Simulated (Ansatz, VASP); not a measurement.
Two plane-wave programs on SnSe2

INCAR

```
PREC = Accurate
ENCUT = 520
EDIFF = 1E-6
ISMEAR = 0
SIGMA = 0.01
LREAL = False
LASPH = True
NELM = 80
ALGO = Normal
ISIF = 2
LWAVE = False
LCHARG = True
GGA = PE
LELF = True
LVHAR = True
NBANDS = 20
```

Contents of KPOINTS:

```
Automatic mesh
0
Gamma
  6 6 4
```

POSCAR

```
SnSe2
1.0
    3.9577190044      0.0000000000      0.0000000000
   -1.9788595022      3.4274822767      0.0000000000
    0.0000000000      0.0000000000      6.3722287618
Sn Se
1 2
Direct
    0.0000000000      0.0000000000      0.0000000000
    0.3333333333      0.6666666667      0.2490000000
    0.6666666667      0.3333333333      0.7510000000
```

Input for Ansatz:

```yaml
crystal:
  lattice:
    - [3.957719004430911, 0.0, 0.0]
    - [-1.9788595022154556, 3.427482276726284, 0.0]
    - [0.0, 0.0, 6.372228761791675]
  atoms:
    - { symbol: Sn, position: [0.0, 0.0, 0.0] }
    - { symbol: Se, position: [0.3333333333333333, 0.6666666666666666, 0.249] }
    - { symbol: Se, position: [0.6666666666666666, 0.3333333333333333, 0.751] }
basis:
  ecutwfc: 420.0
kpoints:
  mp_grid:
    grid: [6, 6, 4]
hamiltonian:
  xc: pbe
  pseudopotentials:
    kind: paw
scf:
  convergence:
    dr2_threshold: 1.0e-09
  occupations:
    method: fixed
output:
  stress: true
```

Alike in both runs: task single point; functional PBE; k mesh 6 × 6 × 4; no spin polarisation.

|  | VASP | Ansatz |
| --- | --- | --- |
| version | VASP 6.6.1 | Ansatz 0.2.0 |
| potentials or method | VASP PAW PBE potentials, release 64 (Sn_d, Se), cutoff 520 eV | plane waves, PAW |
| occupations | gaussian, width 0.01 eV | fixed |
| valence electrons in the cell | 26 | 46 |

```tsv
	VASP	Ansatz	Ansatz less VASP
pressure (GPa)	-1.7	-1.7	-0.04
traceless stress, the component that is largest in VASP (GPa)	1.03	1.03	-0.002
```

VASP's potentials hold 26 valence electrons a cell and Ansatz's 46, so a difference there can come from the potentials and not from the codes. Ansatz's warnings: stress scf threshold loose, structure snapped to symmetry.
